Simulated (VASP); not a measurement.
# NbAg3 (P6/mmm) in VASP: notebook

NbAg3 is run at these levels: PBE; tasks: single point, relaxation of cell and atoms.

Everything below comes from runs of VASP 6.6.1. Logs are shortened: lines on timing, memory, paths and dates and some standing lists are left out, and cuts for length are marked.

**1. The cell of the first run**

It takes space group P6/mmm (No. 191, hexagonal). The conventional cell has a = 4.771 Å, b = 4.771 Å, c = 5.261 Å, α = 90.00°, β = 90.00°, γ = 120.00°. Nb (site symmetry 6/mmm) has 2 Ag at 2.63 Å within 3.5 Å. Ag (site symmetry 6/mmm) has 2 Nb at 2.63 Å and 6 Ag at 2.75 Å within 3.5 Å. Within 3.6 Å of Ag (site symmetry -6m2) lie 6 Ag at 2.75 Å.

The cell was generated, and may not be a known phase.

**2. Single point, PBE, collinear spin**

Input file INCAR:

```
PREC     = Accurate       # precision mode
ENCUT    = 520            # plane-wave cutoff, eV
EDIFF    = 1E-7           # SCF threshold, eV
ISMEAR   = 0              # smearing method
SIGMA    = 0.1            # smearing width, eV
LREAL    = False          # projectors in reciprocal space
LASPH    = True           # aspherical terms in the spheres
NELM     = 150            # most SCF steps
ALGO     = Fast           # electronic algorithm
ISIF     = 2              # what is computed and relaxed
LWAVE    = False          # write WAVECAR
LCHARG   = False          # write CHGCAR
ISPIN    = 2              # spin polarisation
MAGMOM   = 1.73 0 0 0     # initial moments
LORBIT   = 11             # projections on sites
LMAXMIX  = 4              # l up to which the mixer works
GGA      = PE             # functional
NBANDS   = 35             # bands
KPAR     = 4
```

Input file KPOINTS:

```
Automatic mesh
0
Gamma
  12 12 10
```

Input file POSCAR:

```
NbAg3
1.0
    4.7713093109      0.0000000000      0.0000000000
   -2.3856546555      4.1320750725      0.0000000000
    0.0000000000      0.0000000000      5.2607707746
Nb Ag
1 3
Direct
    0.0000000000      0.0000000000      0.5000000000
    0.0000000000      0.0000000000      0.0000000000
    0.6666666667      0.3333333333      0.0000000000
    0.3333333333      0.6666666667      0.0000000000
```

Potentials or basis: VASP PAW PBE potentials, release 64 (Nb_sv, Ag).

On the command line:

```sh
cat potpaw_PBE.64/Nb_sv/POTCAR potpaw_PBE.64/Ag/POTCAR > POTCAR
mpirun -np 4 vasp_std > vasp.out
```

OUTCAR:

```text
PREC = Accurate
   ENCUT = 520
   EDIFF = 1E-7
   ISMEAR = 0
   LREAL = False
   LASPH = True
   NELM = 150
   ISIF = 2
   ISPIN = 2
   LORBIT = 11
   GGA = PE

 ion  position               nearest neighbor table
   1  0.000  0.000  0.500-   2 2.63   2 2.63
   2  0.000  0.000  0.000-   1 2.63   1 2.63   4 2.75   3 2.75   4 2.75   3 2.75   3 2.75   4 2.75

   3  0.667  0.333  0.000-   4 2.75   4 2.75   2 2.75   2 2.75   2 2.75   4 2.75
   4  0.333  0.667  0.000-   3 2.75   3 2.75   2 2.75   2 2.75   2 2.75   3 2.75

  LATTYP: Found a hexagonal cell.
 ALAT       =     4.7713093109
 C/A-ratio  =     1.1025843080

  Lattice vectors:

 A1 = (   4.7713093109,   0.0000000000,   0.0000000000)
 A2 = (  -2.3856546555,   4.1320750725,   0.0000000000)
 A3 = (   0.0000000000,   0.0000000000,   5.2607707746)

Analysis of symmetry for initial positions (statically):
=====================================================================
 Subroutine PRICEL returns:
 Original cell was already a primitive cell.

 Routine SETGRP: Setting up the symmetry group for a
 hexagonal supercell.

 Subroutine GETGRP returns: Found 24 space group operations
 (whereof 24 operations were pure point group operations)
 out of a pool of 24 trial point group operations.

The static configuration has the point symmetry D_6h.

Analysis of symmetry for dynamics (positions and initial velocities):
=====================================================================
 Subroutine PRICEL returns:
 Original cell was already a primitive cell.

 Routine SETGRP: Setting up the symmetry group for a
 hexagonal supercell.

 Subroutine GETGRP returns: Found 24 space group operations
 (whereof 24 operations were pure point group operations)
 out of a pool of 24 trial point group operations.

The dynamic configuration has the point symmetry D_6h.

Analysis of structural, dynamic, and magnetic symmetry:
=====================================================================
 Subroutine PRICEL returns:
 Original cell was already a primitive cell.

 Routine SETGRP: Setting up the symmetry group for a
 hexagonal supercell.

 Subroutine GETGRP returns: Found 24 space group operations
 (whereof 24 operations were pure point group operations)
 out of a pool of 24 trial point group operations.

The overall configuration has the point symmetry D_6h.

 Subroutine INISYM returns: Found 24 space group operations
 (whereof 24 operations are pure point group operations),
 and found     1 'primitive' translations

----------------------------------------------------------------------------------------

                                     Primitive cell

  volume of cell :     103.7182

  direct lattice vectors                    reciprocal lattice vectors
     4.771309311  0.000000000  0.000000000     0.209586077  0.121004578  0.000000000
    -2.385654656  4.132075073  0.000000000     0.000000000  0.242009156  0.000000000
     0.000000000  0.000000000  5.260770775     0.000000000  0.000000000  0.190086214

  length of vectors
     4.771309311  4.771309311  5.260770775     0.242009156  0.242009156  0.190086214

  position of ions in fractional coordinates (direct lattice)
     0.000000000  0.000000000  0.500000000
     0.000000000  0.000000000  0.000000000
     0.666666667  0.333333333  0.000000000
     0.333333333  0.666666667  0.000000000

  ion indices of the primitive-cell ions
   primitive index   ion index
                 1           1
                 2           2
                 3           3
                 4           4

----------------------------------------------------------------------------------------

 KPOINTS: Automatic mesh

Automatic generation of k-mesh.
 Grid dimensions read from file:
 generate k-points for:   12   12   10

 Generating k-lattice:

  Cartesian coordinates                     Fractional coordinates (reciprocal lattice)
     0.017465506  0.010083715  0.000000000     0.083333333  0.000000000  0.000000000
     0.000000000  0.020167430  0.000000000     0.000000000  0.083333333  0.000000000
     0.000000000  0.000000000  0.019008621     0.000000000  0.000000000  0.100000000

  Length of vectors
     0.020167430  0.020167430  0.019008621

  Shift w.r.t. Gamma in fractional coordinates (k-lattice)
     0.000000000  0.000000000  0.000000000

 Subroutine IBZKPT returns following result:
 ===========================================

 Found    114 irreducible k-points:

 Following reciprocal coordinates:
            Coordinates               Weight
  0.000000  0.000000  0.000000      1.000000
  0.083333  0.000000  0.000000      6.000000
  0.166667  0.000000  0.000000      6.000000
  0.250000 -0.000000  0.000000      6.000000
  0.333333 -0.000000  0.000000      6.000000
  0.416667  0.000000  0.000000      6.000000
[... 16 lines left out ...]
  0.250000 -0.000000  0.100000     12.000000
  0.333333 -0.000000  0.100000     12.000000
 [... further k-points ...]
   k-points           NKPTS =    114   k-points in BZ     NKDIM =    114   number of bands    NBANDS=     35
   number of dos      NEDOS =    301   number of ions     NIONS =      4
   total plane-waves  NPLWV =  51840
   dimension x,y,z NGX =    36 NGY =   36 NGZ =   40
   dimension x,y,z NGXF=    72 NGYF=   72 NGZF=   80
   ions per type =               1   3
   NGX,Y,Z   is equivalent  to a cutoff of  12.54, 12.54, 12.64 a.u.
   NGXF,Y,Z  is equivalent  to a cutoff of  25.09, 25.09, 25.28 a.u.
 SYSTEM =  unknown system
   PREC   = accura    normal or accurate (medium, high low for compatibility)
   ISTART =      0    job   : 0-new  1-cont  2-samecut
   ICHARG =      2    charge: 1-file 2-atom 10-const
   ISPIN  =      2    spin polarized calculation?
   LNONCOLLINEAR =      F non collinear calculations
   LSORBIT =      F    spin-orbit coupling
   LASPH  =      T    aspherical Exc in radial PAW
   ENCUT  =  520.0 eV  38.22 Ry    6.18 a.u.   8.87  8.87  9.78*2*pi/ulx,y,z
   NELM   =    150;   NELMIN=  2; NELMDL= -5     # of ELM steps
   EDIFF  = 0.1E-06   stopping-criterion for ELM
   LREAL  =      F    real-space projection
   EDIFFG = 0.1E-05   stopping-criterion for IOM
   NSW    =      0    number of steps for IOM
   IBRION =     -1    ionic relax: 0-MD 1-quasi-New 2-CG
   NFREE  =      0    steps in history (QN), initial steepest desc. (CG)
   ISIF   =      2    stress and relaxation
   ISYM   =      2    0-nonsym 1-usesym 2-fastsym
   POTIM  = 0.5000    time-step for ionic-motion
   TEBEG  =    0.0;   TEEND  =   0.0 temperature during run
   PSTRESS=    0.0 pullay stress
   NELECT =      46.0000    total number of electrons
   NUPDOWN=      -1.0000    fix difference up-down
   EMIN   =  10.00;   EMAX   =-10.00  energy-range for DOS
   EFERMI =   0.00;   METHOD = LEGACY
   ISMEAR =     0;   SIGMA  =   0.10  broadening in eV -4-tet -1-fermi 0-gaus
   EFERMI_NEDOS =   21; number of points for ismear=-14 and -15
   IALGO  =     68    algorithm
   IMIX   =      4    mixing-type and parameters
     AMIX     =   0.40;   BMIX     =  1.00
     AMIX_MAG =   1.60;   BMIX_MAG =  1.00
  volume/ion in A,a.u.               =      25.93       174.98
  Fermi-wavevector in a.u.,A,eV,Ry     =   1.248463  2.359253 21.206860  1.558660
  Thomas-Fermi vector in A             =   2.382549
   LORBIT       =     11    0 simple, 1 ext, 2 COOP (PROOUT), +10 PAW based schemes
   GGA     = PE    functional components
   LHFCALC =     F    Hartree Fock is set to
   AEXX    =    0.0000 exact exchange contribution
   IVDW    =     0    specifies the selected vdW correction
   LEPSILON=     F    determine dielectric tensor
   LRPA    =     F    only Hartree local field effects (RPA)
 spin polarized calculation
 RMM-DIIS sequential band-by-band and
 Gauss-broadening in eV      SIGMA  =   0.10
  energy-cutoff  :      520.00
  volume of cell :      103.72
 maximum number of plane-waves:      2821
 NGX is ok and might be reduce to    36
   NGX = 17   NGY = 17   NGZ = 19

 number of electron      45.9999999 magnetization       3.4015497

 Free energy of the ion-electron system (eV)
  ---------------------------------------------------
  ext. energy  EPLUGINS =         0.00000000
  ---------------------------------------------------
  free energy    TOTEN  =       -13.33989824 eV

  energy without entropy =      -13.31611631  energy(sigma->0) =      -13.32800728

 E-fermi :   5.0522     XC(G=0):  -9.8186

 val. band max:        5.0491666432   @ k =   0.2500   0.0833   0.1000
 cond. band min:       5.0552447594   @ k =   0.2500   0.1667   0.1000
 fundamental gap:      0.0060781162
 Fermi energy:         5.0522008912

 spin component 1

 k-point     1 :       0.0000    0.0000    0.0000
  band No.  band energies     occupation
      1     -50.8423      1.00000
      2     -27.0408      1.00000
      3     -26.9952      1.00000
      4     -26.9952      1.00000
      5      -1.6314      1.00000
      6      -1.1483      1.00000
[... 27 lines left out ...]
     34      13.8321      0.00000
     35      14.8981      0.00000
[... 843 lines left out ...]
      5      -1.0900      1.00000
      6      -0.9309      1.00000
[... 27 lines left out ...]
     34      12.5969      0.00000
     35      14.5950      0.00000

 [... further k-points ...]

 spin component 2

 k-point     1 :       0.0000    0.0000    0.0000
  band No.  band energies     occupation
      1     -49.3427      1.00000
      2     -25.5241      1.00000
      3     -25.1748      1.00000
      4     -25.1748      1.00000
      5      -1.5872      1.00000
      6      -0.7113      1.00000
[... 27 lines left out ...]
     34      14.2668      0.00000
     35      14.9091      0.00000
[... 843 lines left out ...]
      5      -0.9867      1.00000
      6      -0.8131      1.00000
[... 27 lines left out ...]
     34      13.6094      0.00000
     35      15.1083      0.00000

 [... further k-points ...]

------------------------ aborting loop because EDIFF is reached ----------------------------------------

  FORCE on cell =-STRESS in cart. coord.  units (eV):
  Direction    XX          YY          ZZ          XY          YZ          ZX
  --------------------------------------------------------------------------------------
  -------------------------------------------------------------------------------------
  Total       -0.1091306     -0.1091306     -0.0283126      0.0000000     -0.0000000      0.0000000
  in kB       -1.6857839     -1.6857839     -0.4373566      0.0000000     -0.0000000      0.0000000
  external PRESSURE =      -1.2696415 kB  Pullay stress =       0.0000000 kB

 VOLUME and BASIS-vectors are now :
 -----------------------------------------------------------------------------
  energy-cutoff  :      520.00
  volume of cell :      103.72
      direct lattice vectors                 reciprocal lattice vectors
     4.771309311  0.000000000  0.000000000     0.209586077  0.121004578  0.000000000
    -2.385654656  4.132075073  0.000000000     0.000000000  0.242009156  0.000000000
     0.000000000  0.000000000  5.260770775     0.000000000  0.000000000  0.190086214

 POSITION                                       TOTAL-FORCE (eV/Angst)
 -----------------------------------------------------------------------------------
      0.00000      0.00000      2.63039         0.000000      0.000000     -0.000000
      0.00000      0.00000      0.00000         0.000000      0.000000     -0.000000
      2.38565      1.37736      0.00000        -0.000000     -0.000000      0.000000
     -0.00000      2.75472      0.00000         0.000000      0.000000     -0.000000
 -----------------------------------------------------------------------------------
    total drift:                                0.000000      0.000000      0.000000

  FREE ENERGIE OF THE ION-ELECTRON SYSTEM (eV)
  ---------------------------------------------------
  free  energy   TOTEN  =       -13.3398982431 eV

  energy  without entropy=      -13.3161163085  energy(sigma->0) =      -13.32800728

 total charge

# of ion       s       p       d       tot
------------------------------------------
    1        2.129   5.906   2.534  10.570
    2        0.561   0.383   9.096  10.040
    3        0.424   0.257   9.167   9.849
    4        0.424   0.257   9.167   9.849
--------------------------------------------------
tot          3.539   6.803  29.965  40.307

 magnetization (x)

# of ion       s       p       d       tot
------------------------------------------
    1        0.036   0.019   2.150   2.205
    2        0.011   0.049   0.047   0.106
    3       -0.024   0.004   0.036   0.016
    4       -0.024   0.004   0.036   0.016
--------------------------------------------------
tot         -0.001   0.076   2.268   2.343
```

It took 7.1 min on 4 MPI ranks of Intel Xeon Platinum 8259CL at 2.50GHz (Skylake/Cascade Lake), shared host; peak memory 0.68 GiB.

What came out:

- Free energy: -13.3399 eV
- Pressure: -0.1 GPa
- Net moment: 3.40 μB per cell
- Site moments: Nb +2.21; Ag +0.11, +0.02 (each value once) μB
- Valence electrons inside the program's atomic spheres: Nb 10.57; Ag 10.04, 9.85 (each value once)

Stress tensor (GPa, compression positive):
```
-0.17  0.00  0.00
 0.00 -0.17  0.00
 0.00  0.00 -0.04
```

Levels at points of the mesh, in eV from the Fermi level:
Spin up:
```tsv
k point	band 22	band 23	band 24	band 25	band 26	band 27	band 28	band 29
(0.00, 0.00, 0.00)	-0.50	-0.50	0.30	0.33	0.33	3.51	4.41	4.41
(0.50, 0.00, 0.00)	-0.58	-0.07	0.02	0.30	0.40	0.87	3.15	4.01
(0.00, 0.00, 0.50)	-1.18	-0.45	-0.45	-0.38	-0.38	5.77	5.83	5.83
(0.50, 0.00, 0.50)	-1.15	-1.15	-1.08	0.02	0.51	0.56	1.00	3.00
```
Spin down:
```csv
k point,band 19,band 20,band 21,band 22,band 23,band 24
"(0.00, 0.00, 0.00)",-3.23,-3.23,0.63,0.85,1.56,1.56
"(0.50, 0.00, 0.00)",-2.68,-2.47,-2.25,1.09,1.15,1.29
"(0.00, 0.00, 0.50)",-3.23,-3.23,-2.12,0.58,1.10,1.10
"(0.50, 0.00, 0.50)",-2.47,-2.26,-2.19,-0.06,0.07,0.77
```

**3. Single point, PBE**

This run uses another cell than the first one, of 19.07 Å³/atom.

Input file INCAR:

```
PREC = Accurate
ENCUT = 520
EDIFF = 1E-6
ISMEAR = 0
SIGMA = 0.1
LREAL = F
LASPH = T
NELM = 80
ALGO = Fast
ISIF = 2
LWAVE = F
LCHARG = F
GGA = PE
NBANDS = 31
```

Input file KPOINTS:

```
regular mesh
0
Gamma
  6 6 4
```

Input file POSCAR:

```
NbAg3
1.0
    4.1246608000      0.0000000000      0.0000000000
   -2.0623304000      3.5720610400      0.0000000000
    0.0000000000      0.0000000000      5.1761249200
Nb Ag
1 3
Direct
    0.0000000000      0.0000000000      0.5000000000
    0.0000000000      0.0000000000      0.0000000000
    0.6666666700      0.3333333300      0.0000000000
    0.3333333300      0.6666666700      0.0000000000
```

Potentials or basis: VASP PAW PBE potentials, release 64 (Nb_sv, Ag).

On the command line:

```sh
cat potpaw_PBE.64/Nb_sv/POTCAR potpaw_PBE.64/Ag/POTCAR > POTCAR
mpirun -np 1 vasp_std > vasp.out
```

Run time: 2.4 min. Hardware: 1 thread of AMD EPYC 7R13, shared host; peak memory 0.18 GiB.

The run converged. Its results:

```
Free energy            : -9.2914 eV
Pressure               : 46.0 GPa
Band gap on the k mesh : zero (bands 23 and 24 overlap by 0.95 eV)
```

Stress tensor (GPa, compression positive):
```
66.54  0.00  0.00
 0.00 66.54  0.00
 0.00  0.00  4.98
```

Levels at points of the mesh, in eV from the Fermi level:
| k point | band 18 | band 19 | band 20 | band 21 | band 22 | band 23 | band 24 | band 25 | band 26 | band 27 |
| --- | --- | --- | --- | --- | --- | --- | --- | --- | --- | --- |
| (0.00, 0.00, 0.00) | -3.77 | -3.18 | -3.18 | -0.82 | -0.56 | 0.07 | 0.07 | 1.00 | 1.00 | 4.76 |
| (0.50, 0.00, 0.00) | -3.70 | -2.70 | -2.32 | -1.71 | -0.20 | 0.05 | 0.90 | 1.13 | 1.42 | 1.86 |
| (0.00, 0.00, 0.50) | -3.87 | -3.74 | -3.17 | -3.17 | -0.92 | 0.23 | 0.23 | 0.30 | 0.30 | 8.12 |
| (0.50, 0.00, 0.50) | -3.72 | -2.55 | -2.21 | -1.71 | -1.06 | -0.80 | -0.52 | 0.66 | 1.15 | 1.92 |

Caveat: the stress differs along the axes, from 5 to 67 GPa.

**4. Single point, PBE**

This run uses another cell than the first one, of 24.58 Å³/atom.

Input file INCAR:

```
SYSTEM = NbAg3
  PREC = Accurate
  ENCUT = 520
  EDIFF = 1E-6
  ISMEAR = 0
  SIGMA = 0.1
  LREAL = .False.
  LASPH = .True.
  NELM = 60
  ALGO = Normal
  ISIF = 2
  LWAVE = .False.
  LCHARG = .False.
  GGA = PE
  NBANDS = 31
```

Input file KPOINTS:

```
Automatic mesh
0
Gamma
  6 6 4
  0 0 0
```

Input file POSCAR:

```
NbAg3
1.0
    4.7503036405      0.0000000000      0.0000000000
   -2.3751518203      4.1138836284      0.0000000000
    0.0000000000      0.0000000000      5.0304106980
Nb Ag
1 3
Direct
    0.0000000000      0.0000000000      0.5000000000
    0.0000000000      0.0000000000      0.0000000000
    0.6666666667      0.3333333333      0.0000000000
    0.3333333333      0.6666666667      0.0000000000
```

On the command line:

```sh
cat potpaw_PBE.64/Nb_sv/POTCAR potpaw_PBE.64/Ag/POTCAR > POTCAR
mpirun -np 1 vasp_std > vasp.out
```

It took 2.2 min on 1 thread of AMD EPYC 7R13, shared host; peak memory 0.21 GiB.

The run converged. Its results:

- Free energy: -12.9572 eV
- Pressure: 0.0 GPa
- Band gap on the k mesh: zero (bands 23 and 24 overlap by 1.14 eV)

Stress tensor (GPa, compression positive):
```
 0.08  0.00  0.00
 0.00  0.08  0.00
 0.00  0.00 -0.01
```

Levels at points of the mesh, in eV from the Fermi level:
```csv
k point,band 19,band 20,band 21,band 22,band 23,band 24,band 25,band 26,band 27,band 28
"(0.00, 0.00, 0.00)",-3.22,-3.22,-0.05,-0.01,-0.01,0.74,0.93,0.93,4.36,4.60
"(0.50, 0.00, 0.00)",-2.87,-2.47,-2.33,-0.06,0.50,0.54,0.87,0.91,1.04,3.80
"(0.00, 0.00, 0.50)",-3.23,-3.23,-2.76,-0.68,-0.11,-0.11,0.15,0.15,5.96,5.96
"(0.50, 0.00, 0.50)",-2.47,-2.46,-2.22,-0.98,-0.71,-0.61,0.54,0.80,1.16,1.51
```

(Continued in part 2 of 2.)

The gap in the log of VASP goes by the Fermi energy; the results here count the filled bands.